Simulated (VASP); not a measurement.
# LaAl3As2H6O14 (Arsenoflorencite-(La)) (R-3m) in VASP: a series of runs

Aim: see how the results for LaAl3As2H6O14 (Arsenoflorencite-(La)) move with the level of theory and the settings. Levels: PBE, r2SCAN. Tasks: electric field gradients.

All numbers are computed with VASP 6.6.1; they aren't measurements. Logs are shortened: lines on timing, memory, paths and dates and some standing lists are left out, and cuts for length are marked.

## Step 1: The cell of the first run

The structure is trigonal, space group R-3m (No. 166). The conventional cell has a = 7.032 Å, b = 7.032 Å, c = 16.515 Å, α = 90.00°, β = 90.00°, γ = 120.00°. Within 3.5 Å of La (site symmetry -3m) lie 12 O at 2.65 to 2.71 Å and 6 H at 3.11 Å and 6 Al at 3.42 Å. Al (site symmetry 2/m) has 6 O at 1.89 to 1.91 Å and 4 H at 2.33 Å within 2.5 Å. H (site symmetry m) has 1 O at 0.90 Å within 1.2 Å. Within 2.2 Å of As (site symmetry 3m) lie 4 O at 1.65 to 1.68 Å. O (site symmetry 3m) has 1 As at 1.65 Å and 3 H at 1.83 Å within 2.2 Å. O (site symmetry m) has 1 As at 1.68 Å and 1 Al at 1.91 Å within 2.2 Å. O (site symmetry m) has 1 H at 0.90 Å within 1.2 Å.

## Step 2: Electric field gradients, PBE

INCAR reads:

```
PREC = Accurate
ENCUT = 520
EDIFF = 1E-8
ISMEAR = -1
SIGMA = 0.02
LREAL = Auto
LASPH = True
NELM = 100
ALGO = Normal
ISIF = 2
LWAVE = False
LCHARG = False
GGA = PE
LEFG = True
NBANDS = 79
```

KPOINTS reads:

```
regular mesh
0
Gamma
  4 4 4
```

POSCAR reads:

```
LaAl3As2H6O14
1.0
    3.5158000000      2.0298480764      5.5050333333
   -3.5158000000      2.0298480764      5.5050333333
    0.0000000000     -4.0596961528      5.5050333333
La Al H As O
1 3 6 2 14
Direct
    0.0000000000      0.0000000000      0.0000000000
    0.0000000000      0.0000000000      0.5000000000
    0.5000000000      0.0000000000      0.0000000000
    0.0000000000      0.5000000000      0.0000000000
    0.3160000000      0.7340000000      0.3160000000
    0.3160000000      0.3160000000      0.7340000000
    0.7340000000      0.3160000000      0.3160000000
    0.6840000000      0.2660000000      0.6840000000
    0.2660000000      0.6840000000      0.6840000000
    0.6840000000      0.6840000000      0.2660000000
    0.3149200000      0.3149200000      0.3149200000
    0.6850800000      0.6850800000      0.6850800000
    0.5854300000      0.5854300000      0.5854300000
    0.4145700000      0.4145700000      0.4145700000
    0.1502200000      0.5357600000      0.1502200000
    0.1502200000      0.1502200000      0.5357600000
    0.5357600000      0.1502200000      0.1502200000
    0.8497800000      0.4642400000      0.8497800000
    0.4642400000      0.8497800000      0.8497800000
    0.8497800000      0.8497800000      0.4642400000
    0.2597400000      0.8915500000      0.2597400000
    0.2597400000      0.2597400000      0.8915500000
    0.8915500000      0.2597400000      0.2597400000
    0.7402600000      0.1084500000      0.7402600000
    0.1084500000      0.7402600000      0.7402600000
    0.7402600000      0.7402600000      0.1084500000
```

Potentials or basis: VASP PAW PBE potentials, release 64 (La, Al, H, As, O).

Launch:

```bash
cat potpaw_PBE.64/La/POTCAR potpaw_PBE.64/Al/POTCAR potpaw_PBE.64/H/POTCAR potpaw_PBE.64/As/POTCAR potpaw_PBE.64/O/POTCAR > POTCAR
mpirun -np 1 vasp_std > vasp.out
```

OUTCAR:

```text
PREC = Accurate
   ENCUT = 520
   EDIFF = 1E-8
   ISMEAR = -1
   LREAL = Auto
   LASPH = True
   NELM = 100
   ISIF = 2
   GGA = PE

 ion  position               nearest neighbor table
   1  0.000  0.000  0.000-  16 2.65  20 2.65  17 2.65  18 2.65  19 2.65  15 2.65  22 2.71  26 2.71
                            23 2.71  24 2.71  25 2.71  21 2.71   2 3.42   2 3.42   4 3.42   3 3.42
   2  0.000  0.000  0.500-  21 1.89  23 1.89  24 1.89  25 1.89  16 1.91  20 1.91   1 3.42   1 3.42

   3  0.500  0.000  0.000-  21 1.89  24 1.89  22 1.89  26 1.89  17 1.91  19 1.91   1 3.42   1 3.42

   4  0.000  0.500  0.000-  23 1.89  25 1.89  22 1.89  26 1.89  15 1.91  18 1.91   1 3.42   1 3.42
[... 9 lines left out ...]
  13  0.585  0.585  0.585-  12 1.65
  14  0.415  0.415  0.415-  11 1.65
  15  0.150  0.536  0.150-  11 1.68   4 1.91   1 2.65
  16  0.150  0.150  0.536-  11 1.68   2 1.91   1 2.65
  17  0.536  0.150  0.150-  11 1.68   3 1.91   1 2.65
  18  0.850  0.464  0.850-  12 1.68   4 1.91   1 2.65
  19  0.464  0.850  0.850-  12 1.68   3 1.91   1 2.65
  20  0.850  0.850  0.464-  12 1.68   2 1.91   1 2.65
  21  0.260  0.892  0.260-   5 0.90   3 1.89   2 1.89   1 2.71
  22  0.260  0.260  0.892-   6 0.90   4 1.89   3 1.89   1 2.71
  23  0.892  0.260  0.260-   7 0.90   4 1.89   2 1.89   1 2.71
  24  0.740  0.108  0.740-   8 0.90   3 1.89   2 1.89   1 2.71
  25  0.108  0.740  0.740-   9 0.90   4 1.89   2 1.89   1 2.71
  26  0.740  0.740  0.108-  10 0.90   4 1.89   3 1.89   1 2.71

  LATTYP: Found a trigonal (rhomboedric) cell.
 ALAT       =     6.8400676060
 COS(alpha) =     0.4716064218

  Lattice vectors:

 A1 = (   3.5158000000,   2.0298480764,   5.5050333333)
 A2 = (  -3.5158000000,   2.0298480764,   5.5050333333)
 A3 = (   0.0000000000,  -4.0596961528,   5.5050333333)

Analysis of symmetry for initial positions (statically):
=====================================================================
 Subroutine PRICEL returns:
 Original cell was already a primitive cell.

 Routine SETGRP: Setting up the symmetry group for a
 trigonal (rhombohedral) supercell.

 Subroutine GETGRP returns: Found 12 space group operations
 (whereof 12 operations were pure point group operations)
 out of a pool of 12 trial point group operations.

The static configuration has the point symmetry D_3d.

Analysis of symmetry for dynamics (positions and initial velocities):
=====================================================================
 Subroutine PRICEL returns:
 Original cell was already a primitive cell.

 Routine SETGRP: Setting up the symmetry group for a
 trigonal (rhombohedral) supercell.

 Subroutine GETGRP returns: Found 12 space group operations
 (whereof 12 operations were pure point group operations)
 out of a pool of 12 trial point group operations.

The dynamic configuration has the point symmetry D_3d.

 Subroutine INISYM returns: Found 12 space group operations
 (whereof 12 operations are pure point group operations),
 and found     1 'primitive' translations

----------------------------------------------------------------------------------------

                                     Primitive cell

  volume of cell :     235.7213

  direct lattice vectors                    reciprocal lattice vectors
     3.515800000  2.029848076  5.505033333     0.142215143  0.082107951  0.060550648
    -3.515800000  2.029848076  5.505033333    -0.142215143  0.082107951  0.060550648
     0.000000000 -4.059696153  5.505033333     0.000000000 -0.164215902  0.060550648

  length of vectors
     6.840067606  6.840067606  6.840067606     0.175023551  0.175023551  0.175023551

  position of ions in fractional coordinates (direct lattice)
     0.000000000  0.000000000  0.000000000
     0.000000000  0.000000000  0.500000000
     0.500000000  0.000000000  0.000000000
     0.000000000  0.500000000  0.000000000
     0.316000000  0.734000000  0.316000000
     0.316000000  0.316000000  0.734000000
[... 18 lines left out ...]
     0.108450000  0.740260000  0.740260000
     0.740260000  0.740260000  0.108450000

  ion indices of the primitive-cell ions
   primitive index   ion index
                 1           1
                 2           2
                 3           3
                 4           4
                 5           5
                 6           6
[... 18 lines left out ...]
                25          25
                26          26

----------------------------------------------------------------------------------------

 KPOINTS: regular mesh

[... 47 lines left out ...]
   ISTART =      0    job   : 0-new  1-cont  2-samecut
   ICHARG =      2    charge: 1-file 2-atom 10-const
   ISPIN  =      1    spin polarized calculation?
   LNONCOLLINEAR =      F non collinear calculations
   LSORBIT =      F    spin-orbit coupling
   LASPH  =      T    aspherical Exc in radial PAW
   ENCUT  =  520.0 eV  38.22 Ry    6.18 a.u.  12.72 12.72 12.72*2*pi/ulx,y,z
   NELM   =    100;   NELMIN=  2; NELMDL= -5     # of ELM steps
   EDIFF  = 0.1E-07   stopping-criterion for ELM
   LREAL  =      T    real-space projection
   EDIFFG = 0.1E-06   stopping-criterion for IOM
   NSW    =      0    number of steps for IOM
   IBRION =     -1    ionic relax: 0-MD 1-quasi-New 2-CG
   NFREE  =      0    steps in history (QN), initial steepest desc. (CG)
   ISIF   =      2    stress and relaxation
   ISYM   =      2    0-nonsym 1-usesym 2-fastsym
   POTIM  = 0.5000    time-step for ionic-motion
   TEBEG  =    0.0;   TEEND  =   0.0 temperature during run
   PSTRESS=    0.0 pullay stress
   NELECT =     120.0000    total number of electrons
   NUPDOWN=      -1.0000    fix difference up-down
   EMIN   =  10.00;   EMAX   =-10.00  energy-range for DOS
   EFERMI =   0.00;   METHOD = LEGACY
   ISMEAR =    -1;   SIGMA  =   0.02  broadening in eV -4-tet -1-fermi 0-gaus
   EFERMI_NEDOS =   21; number of points for ismear=-14 and -15
   IALGO  =     38    algorithm
   IMIX   =      4    mixing-type and parameters
     AMIX     =   0.40;   BMIX     =  1.00
     AMIX_MAG =   1.60;   BMIX_MAG =  1.00
  volume/ion in A,a.u.               =       9.07        61.18
  Fermi-wavevector in a.u.,A,eV,Ry     =   1.307181  2.470213 23.248564  1.708721
  Thomas-Fermi vector in A             =   2.437933
   LORBIT       =      0    0 simple, 1 ext, 2 COOP (PROOUT), +10 PAW based schemes
   GGA     = PE    functional components
   LHFCALC =     F    Hartree Fock is set to
   AEXX    =    0.0000 exact exchange contribution
   IVDW    =     0    specifies the selected vdW correction
   LEPSILON=     F    determine dielectric tensor
   LRPA    =     F    only Hartree local field effects (RPA)
 non-spin polarized calculation
  energy-cutoff  :      520.00
  volume of cell :      235.72
 maximum number of plane-waves:      6387
 NGX is ok and might be reduce to    54
   NGX = 25   NGY = 25   NGZ = 25

 number of electron     119.9999979 magnetization

 Free energy of the ion-electron system (eV)
  ---------------------------------------------------
  ext. energy  EPLUGINS =         0.00000000
  ---------------------------------------------------
  free energy    TOTEN  =      -164.60817055 eV

  energy without entropy =     -164.60817055  energy(sigma->0) =     -164.60817055

 E-fermi :   3.8787     XC(G=0): -10.5035

 val. band max:        3.3706976805   @ k =   0.5000   0.5000   0.5000
 cond. band min:       7.7958861500   @ k =   0.5000   0.0000   0.0000
 fundamental gap:      4.4251884695
 Fermi energy:         3.8786788043

 k-point     1 :       0.0000    0.0000    0.0000
  band No.  band energies     occupation
      1     -26.9387      2.00000
      2     -16.8032      2.00000
      3     -15.9676      2.00000
      4     -15.7434      2.00000
      5     -15.7132      2.00000
      6     -15.7132      2.00000
[... 964 lines left out ...]
     71      10.1908      0.00000
     72      10.5859      0.00000
 [bands above 72 left out]

------------------------ aborting loop because EDIFF is reached ----------------------------------------

  FORCE on cell =-STRESS in cart. coord.  units (eV):
  Direction    XX          YY          ZZ          XY          YZ          ZX
  --------------------------------------------------------------------------------------
  -------------------------------------------------------------------------------------
  Total       28.2052118     28.2052118     15.8503049     -0.0000000      0.0000000      0.0000000
  in kB      191.7083581    191.7083581    107.7331366     -0.0000000      0.0000000      0.0000000
  external PRESSURE =     163.7166176 kB  Pullay stress =       0.0000000 kB

 VOLUME and BASIS-vectors are now :
 -----------------------------------------------------------------------------
  energy-cutoff  :      520.00
  volume of cell :      235.72
      direct lattice vectors                 reciprocal lattice vectors
     3.515800000  2.029848076  5.505033333     0.142215143  0.082107951  0.060550648
    -3.515800000  2.029848076  5.505033333    -0.142215143  0.082107951  0.060550648
     0.000000000 -4.059696153  5.505033333     0.000000000 -0.164215902  0.060550648

 POSITION                                       TOTAL-FORCE (eV/Angst)
 -----------------------------------------------------------------------------------
      0.00000      0.00000      0.00000         0.000000     -0.000000      0.000000
      0.00000     -2.02985      2.75252         0.000000     -0.000000      0.000000
      1.75790      1.01492      2.75252         0.000000     -0.000000      0.000000
     -1.75790      1.01492      2.75252         0.000000     -0.000000      0.000000
     -1.46960      0.84848      7.51988         4.484378     -2.589057     -1.689782
      0.00000     -1.69695      7.51988         0.000000      5.178113     -1.689782
[... 18 lines left out ...]
     -2.22132     -1.28248      8.74733        -4.215156     -2.433622     -1.521530
      0.00000      2.56496      8.74733         0.000000      4.867243     -1.521530
 -----------------------------------------------------------------------------------
    total drift:                               -0.000000      0.000000      0.000000

  FREE ENERGIE OF THE ION-ELECTRON SYSTEM (eV)
  ---------------------------------------------------
  free  energy   TOTEN  =      -164.6081705525 eV

  energy  without entropy=     -164.6081705525  energy(sigma->0) =     -164.60817055

 Electric field gradients (V/A^2)
---------------------------------------------------------------------
 ion       V_xx      V_yy      V_zz      V_xy      V_xz      V_yz
---------------------------------------------------------------------
   1       4.757     4.757    -9.515     0.000     0.000    -0.000
   2      -2.067    -0.219     2.286    -0.000    -0.000     5.739
   3      -0.681    -1.605     2.286     0.800    -4.970    -2.870
   4      -0.681    -1.605     2.286    -0.800     4.970    -2.870
   5      33.863    -8.413   -25.450   -36.612   -21.439    12.378
   6     -29.551    55.001   -25.450     0.000    -0.000   -24.756
[... 18 lines left out ...]
  25      47.370    10.064   -57.433    32.308    33.898    19.571
  26      -8.589    66.023   -57.433     0.000     0.000   -39.143
---------------------------------------------------------------------

 Electric field gradients after diagonalization (V/A^2)
 (convention: |V_zz| > |V_xx| > |V_yy|)
----------------------------------------------------------------------
 ion       V_xx      V_yy      V_zz     asymmetry (V_yy - V_xx)/ V_zz
----------------------------------------------------------------------
   1       4.757     4.757    -9.515       0.000
   2      -4.841    -2.067     6.908       0.401
   3      -4.841    -2.067     6.908       0.401
   4      -4.841    -2.067     6.908       0.401
   5     -32.458   -29.551    62.009       0.047
   6     -32.458   -29.551    62.009       0.047
[... 18 lines left out ...]
  25     -68.798    -8.589    77.387       0.778
  26     -68.798    -8.589    77.387       0.778
----------------------------------------------------------------------

           NMR quadrupolar parameters

 Cq : quadrupolar parameter    Cq=e*Q*V_zz/h
 eta: asymmetry parameters     (V_yy - V_xx)/ V_zz
 Q  : nuclear electric quadrupole moment in mb (millibarn)
----------------------------------------------------------------------
 ion       Cq(MHz)       eta       Q (mb)
----------------------------------------------------------------------
   1      -0.023       0.000       1.000
   2       0.017       0.401       1.000
   3       0.017       0.401       1.000
   4       0.017       0.401       1.000
   5       0.150       0.047       1.000
   6       0.150       0.047       1.000
[... 18 lines left out ...]
  25       0.187       0.778       1.000
  26       0.187       0.778       1.000
----------------------------------------------------------------------
```

It took 12 min on 1 thread of Intel Xeon Platinum 8259CL at 2.50GHz (Skylake/Cascade Lake), shared host; peak memory 0.5 GiB.

What came out:

```yaml
Free_energy: -164.6082 eV
Pressure: 16.4 GPa
Largest_force: 5.447 eV/Å
Band_gap_on_the_k_mesh: 4.43 eV, indirect (least direct gap 4.44 eV)
```

Forces in eV/Å, atoms in the order of the input:
```
La   0.000  0.000  0.000
Al   0.000  0.000  0.000
Al   0.000  0.000  0.000
Al   0.000  0.000  0.000
H    4.484 -2.589 -1.690
H    0.000  5.178 -1.690
H   -4.484 -2.589 -1.690
H   -4.484  2.589  1.690
H    4.484  2.589  1.690
H    0.000 -5.178  1.690
As   0.000  0.000  0.828
As   0.000  0.000 -0.828
O    0.000  0.000 -1.671
O    0.000  0.000  1.671
O   -1.500  0.866 -0.773
O    0.000 -1.732 -0.773
O    1.500  0.866 -0.773
O    1.500 -0.866  0.773
O   -1.500 -0.866  0.773
O    0.000  1.732  0.773
O   -4.215  2.434  1.522
O    0.000 -4.867  1.522
O    4.215  2.434  1.522
O    4.215 -2.434 -1.522
O   -4.215 -2.434 -1.522
O    0.000  4.867 -1.522
```

Levels at points of the mesh, in eV from the valence-band top:
| k point | band 56 | band 57 | band 58 | band 59 | band 60 | band 61 | band 62 | band 63 | band 64 | band 65 |
| --- | --- | --- | --- | --- | --- | --- | --- | --- | --- | --- |
| (0.00, 0.00, 0.00) | -0.62 | -0.62 | -0.40 | -0.40 | -0.21 | 4.45 | 4.50 | 4.50 | 4.55 | 4.55 |
| (0.50, 0.00, 0.00) | -0.57 | -0.50 | -0.42 | -0.39 | -0.08 | 4.43 | 4.47 | 4.49 | 4.53 | 4.63 |
| (0.50, 0.50, 0.00) | -0.55 | -0.48 | -0.45 | -0.36 | -0.31 | 4.45 | 4.47 | 4.47 | 4.53 | 4.64 |
| (0.50, 0.50, 0.50) | -0.46 | -0.46 | -0.44 | -0.44 | 0.00 | 4.44 | 4.48 | 4.48 | 4.56 | 4.57 |

Electric field gradients, principal values (V/Å²):
```csv
atom,least,middle,greatest (by size)
1 La,4.757,4.757,-9.515
2 Al,-2.067,-4.841,6.908
3 Al,-2.067,-4.841,6.908
4 Al,-2.067,-4.841,6.908
5 H,-29.551,-32.458,62.009
6 H,-29.551,-32.458,62.009
7 H,-29.551,-32.458,62.009
8 H,-29.551,-32.458,62.009
9 H,-29.551,-32.458,62.009
10 H,-29.551,-32.458,62.009
11 As,29.551,29.551,-59.102
12 As,29.551,29.551,-59.102
13 O,-65.094,-65.094,130.188
14 O,-65.094,-65.094,130.188
15 O,-29.465,-88.162,117.626
16 O,-29.465,-88.162,117.626
17 O,-29.465,-88.162,117.626
18 O,-29.465,-88.162,117.626
19 O,-29.465,-88.162,117.626
20 O,-29.465,-88.162,117.626
21 O,-8.589,-68.798,77.387
22 O,-8.589,-68.798,77.387
23 O,-8.589,-68.798,77.387
24 O,-8.589,-68.798,77.387
25 O,-8.589,-68.798,77.387
26 O,-8.589,-68.798,77.387
```

Caveat: without QUAD_EFG the Cq values of the log hold for a quadrupole moment of 1 mb, not for the nuclei; spin-orbit coupling is left out, which moves the levels of the heavy elements; forces of over 1 eV/Å act on the atoms, so gaps and moduli don't describe the material at rest. Expect the measured gap to be larger: semilocal functionals such as PBE lack the derivative discontinuity.

(Part 1 of 2 ends here.)
